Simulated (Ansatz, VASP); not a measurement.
**One calculation of Ge, two programs**

File INCAR:

```
  PREC = Accurate
  ENCUT = 600
  EDIFF = 1E-7
  ISMEAR = 0
  SIGMA = 0.1
  LREAL = False
  LASPH = True
  NELM = 100
  ALGO = Normal
  ISIF = 3
  LWAVE = False
  LCHARG = False
  GGA = PE
  IBRION = 2
  NSW = 90
  EDIFFG = -0.04
```

KPOINTS

```
Automatic mesh
0
Gamma
  6 6 6
```

The input POSCAR:

```
Ge
1.0
    3.0614416627      0.0000000000      0.0000000000
   -1.5307208313      2.6512862521      0.0000000000
    0.0000000000      0.0000000000      2.8605345535
Ge
1
Direct
    0.0000000000      0.0000000000      0.0000000000
```

Input for Ansatz:

```yaml
crystal:
  lattice:
    - [3.0614416627, 0.0, 0.0]
    - [-1.5307208313, 2.6512862521, 0.0]
    - [0.0, 0.0, 2.8605345535]
  atoms:
    - { symbol: Ge, position: [0.0, 0.0, 0.0] }
basis:
  ecutwfc: 420
kpoints:
  mp_grid: { grid: [6, 6, 6] }
hamiltonian:
  xc: pbe
scf:
  occupations: { method: gaussian, width: 0.1 }
  lower_state_search: "off"
output:
  forces: true
  stress: true
  eigenvalues: true
relax:
  adjacent_minimum: "off"
  f_tol: 0.04
  max_steps: 70
  cell: { stress_tol: 0.4 }
```

Alike in both runs: task relaxation of cell and atoms; functional PBE; k mesh 6 × 6 × 6; occupations gaussian, width 0.1 eV; no spin polarisation.

```csv
,VASP,Ansatz
version,VASP 6.6.1,Ansatz 0.2.0
potentials or method,"VASP PAW PBE potentials, release 64 (Ge_d), cutoff 600 eV","scalar-relativistic, plane waves, PAW"
valence electrons in the cell,14,14
```

Ansatz gave:

| Item | Value |
| --- | --- |
| gap on the k mesh at the Fermi level, each at its own relaxed structure (eV) | none |
| relaxed volume (Å³/atom) | 19.72 |
| relaxed length of the cell vector where the two differ most in proportion (Å) | 2.848 |

Which values does VASP return?

gap on the k mesh at the Fermi level, each at its own relaxed structure (eV): none; relaxed volume (Å³/atom): 19.68; relaxed length of the cell vector where the two differ most in proportion (Å): 2.847.

A gap of «none» marks a metal or a gap that the smearing closes.

The k mesh is coarse, so the values compare programs but aren't converged. Noted on VASP's run: the volume moved by over 15 % at a fixed basis, so the end points are rough.
